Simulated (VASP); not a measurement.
Wanted: the native input for a VASP 6.6.1 run.

| Property | Result |
| --- | --- |
| Task | electric field gradients |
| Functional | PBE |
| Potentials or basis | VASP PAW PBE potentials, release 64 (Ba_sv, Ti_sv, O) |
| Cutoff | 520 eV |
| k mesh | 7 × 7 × 7 |
| Occupations | fermi-dirac, width 0.08 eV |
| Spin | no spin polarisation |
| Dipole correction | no |
| Further INCAR settings | ALGO = Normal; EDIFF = 1e-08; NBANDS = 28 |

The structure of BaTiO3 lies in POSCAR:

```
BaTiO3
1.0
    3.9998000000      0.0000000000      0.0000000000
    0.0000000000      3.9998000000      0.0000000000
    0.0000000000      0.0000000000      3.9778200000
Ba Ti O
1 1 3
Direct
    0.0000000000      0.0000000000      0.0000000000
    0.5000000000      0.5000000000      0.4820000000
    0.5000000000      0.5000000000      0.0160000000
    0.5000000000      0.0000000000      0.5150000000
    0.0000000000      0.5000000000      0.5150000000
```

This cell differs from its parent crystal: zz strain of -1 %.

These files were run (other wordings do the same):

INCAR

```
SYSTEM = BaTiO3
PREC = Accurate
ENCUT = 520
EDIFF = 1E-8
ISMEAR = -1
SIGMA = 0.08
LREAL = .FALSE.
LASPH = .TRUE.
NELM = 60
ALGO = Normal
ISIF = 2
LWAVE = .FALSE.
LCHARG = .FALSE.
GGA = PE
LEFG = .TRUE.
NBANDS = 28
```

KPOINTS

```
regular mesh
0
G
  7 7 7
  0 0 0
```

Potentials or basis: VASP PAW PBE potentials, release 64 (Ba_sv, Ti_sv, O).

Command:

```bash
$ cat potpaw_PBE.64/Ba_sv/POTCAR potpaw_PBE.64/Ti_sv/POTCAR potpaw_PBE.64/O/POTCAR > POTCAR
$ mpirun -np 1 vasp_std > vasp.out
```

Results of the run:

```
Pressure               : 6.3 GPa
Largest force          : 0.244 eV/Å
Band gap on the k mesh : 1.89 eV, indirect (least direct gap 2.11 eV)
```

Caveat: the cell differs from its parent crystal (zz strain of -1 %); without QUAD_EFG the Cq values of the log hold for a quadrupole moment of 1 mb, not for the nuclei; spin-orbit coupling is left out, which moves the levels of the heavy elements.

Wall time 36 s on 1 thread of Intel(R) Xeon(R) 6975P-C (Granite Rapids) (shared host), peak memory 0.21 GiB.
